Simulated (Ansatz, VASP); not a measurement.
# One calculation of LiAlH3, two programs

INCAR

```
PREC = Accurate
ENCUT = 600
EDIFF = 1E-6
ISMEAR = 0
SIGMA = 0.1
LREAL = False
LASPH = True
NELM = 60
ALGO = Normal
ISIF = 3
LWAVE = False
LCHARG = False
GGA = PE
IBRION = 2
NSW = 100
EDIFFG = -0.01
```

Contents of KPOINTS:

```
Automatic mesh
0
Gamma
  8 8 10
```

File POSCAR:

```
LiAlH3
1.0
    5.1172125994      0.0000000000      0.0000000000
    0.0000000000      5.1172125994      0.0000000000
    0.0000000000      0.0000000000      3.6879559081
Li Al H
2 2 6
Direct
    0.0000000000      0.5000000000      0.5000000000
    0.5000000000      0.0000000000      0.5000000000
    0.5000000000      0.5000000000      0.0000000000
    0.0000000000      0.0000000000      0.0000000000
    0.8243706118      0.3243706118      0.0000000000
    0.6756293882      0.8243706118      0.0000000000
    0.5000000000      0.5000000000      0.5000000000
    0.1756293882      0.6756293882      0.0000000000
    0.3243706118      0.1756293882      0.0000000000
    0.0000000000      0.0000000000      0.5000000000
```

Input for Ansatz:

```yaml
crystal:
  lattice:
    - [5.1172125994, 0.0, 0.0]
    - [0.0, 5.1172125994, 0.0]
    - [0.0, 0.0, 3.6879559081]
  atoms:
    - { symbol: Li, position: [0.0, 0.5, 0.5] }
    - { symbol: Li, position: [0.5, 0.0, 0.5] }
    - { symbol: Al, position: [0.5, 0.5, 0.0] }
    - { symbol: Al, position: [0.0, 0.0, 0.0] }
    - { symbol: H, position: [0.8243706118, 0.3243706118, 0.0] }
    - { symbol: H, position: [0.6756293882, 0.8243706118, 0.0] }
    - { symbol: H, position: [0.5, 0.5, 0.5] }
    - { symbol: H, position: [0.1756293882, 0.6756293882, 0.0] }
    - { symbol: H, position: [0.3243706118, 0.1756293882, 0.0] }
    - { symbol: H, position: [0.0, 0.0, 0.5] }
basis:
  ecutwfc: 420
kpoints:
  mp_grid: { grid: [8, 8, 10] }
hamiltonian:
  xc: pbe
scf:
  occupations: { method: gaussian, width: 0.1 }
output:
  forces: true
  stress: true
  eigenvalues: true
  write_density: true
  write_potential: true
  elf: true
  volumetric_format: npy
relax:
  adjacent_minimum: "off"
  f_tol: 0.01
  max_steps: 80
  cell: { stress_tol: 0.05 }
```

Alike in both runs: task relaxation of cell and atoms; functional PBE; k mesh 8 × 8 × 10; occupations gaussian, width 0.1 eV; no spin polarisation.

|  | VASP | Ansatz |
| --- | --- | --- |
| version | VASP 6.6.1 | Ansatz 0.2.0 |
| potentials or method | VASP PAW PBE potentials, release 64 (Li_sv, Al, H), cutoff 600 eV | scalar-relativistic, plane waves, PAW |
| valence electrons in the cell | 18 | 18 |

Ansatz gave:

| Property | Result |
| --- | --- |
| gap on the k mesh at the Fermi level, each at its own relaxed structure (eV) | none |
| relaxed volume (Å³/atom) | 9.68 |
| relaxed length of the cell vector where the two differ most in proportion (Å) | 5.130 |

Question: What did VASP give for the same quantities?

Answer: gap on the k mesh at the Fermi level, each at its own relaxed structure (eV): none; relaxed volume (Å³/atom): 9.64; relaxed length of the cell vector where the two differ most in proportion (Å): 5.121.

A gap of «none» marks a metal or a gap that the smearing closes.

Noted on VASP's run: the cutoff is under 1.25 times that of the potentials, so the pressure is a little rough.
